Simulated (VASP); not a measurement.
Crystal: GaN.

```
Ga N
1.0
     0.00000    2.10852    2.10852
     2.10852    0.00000    2.10852
     2.10852    2.10852    0.00000
Ga N
1 1
Cartesian
  2.1085 2.1085 2.1085
  0.0000 0.0000 0.0000
```

Base run:

```yaml
Program: VASP 6.6.1
Functional: PBE
Potentials_or_basis: VASP PAW PBE potentials, release 64 (Ga_d, N)
Cutoff: 600 eV
k_mesh: 8 × 8 × 8
Occupations: gaussian, width 0.2 eV
Spin: no spin polarisation
```

Its results: pressure 8.9 GPa.

Task: After a change of settings the same cell gave: pressure 11.4 GPa. Which change was it?
A. functional from PBE to r2SCAN; cutoff from 600 eV to 520 eV; occupations from gaussian, width 0.2 eV to gaussian, width 0.01 eV
B. cutoff from 600 eV to 520 eV; occupations from gaussian, width 0.2 eV to gaussian, width 0.01 eV
C. cutoff from 600 eV to 520 eV; occupations from gaussian, width 0.2 eV to fermi-dirac, width 0.5 eV
D. occupations from gaussian, width 0.2 eV to gaussian, width 0.5 eV

Result: C.
